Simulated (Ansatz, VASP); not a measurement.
One calculation of K, two programs

```xyz
1
Lattice="-2.6704 2.6180 2.6180 2.6180 -2.6704 2.6180 2.6180 2.6180 -2.6704" Properties=species:S:1:pos:R:3 pbc="T T T"
K     0.0000    0.0000    0.0000
```

Change from the starting cell: equal xy, yz and zx shear strains of -2 %.

Alike in both runs: task single point; functional PBEsol; k mesh 10 × 10 × 10; occupations fermi-dirac, width 0.08 eV; no spin polarisation.

|  | VASP | Ansatz |
| --- | --- | --- |
| version | VASP 6.6.1 | Ansatz 0.2.0 |
| potentials or method | VASP PAW PBE potentials, release 64 (K_sv), cutoff 520 eV | all-electron LAPW, scalar-relativistic |

|  | VASP | Ansatz | Ansatz less VASP |
| --- | --- | --- | --- |
| pressure (GPa) | 0.0 | 0.0 | +0.01 |
| traceless stress, the component that is largest in VASP (GPa) | 0.05 | 0.05 | 0.000 |

VASP's potentials were made for PBE, not for PBEsol. Ansatz ran all-electron here, and VASP with PAW potentials.
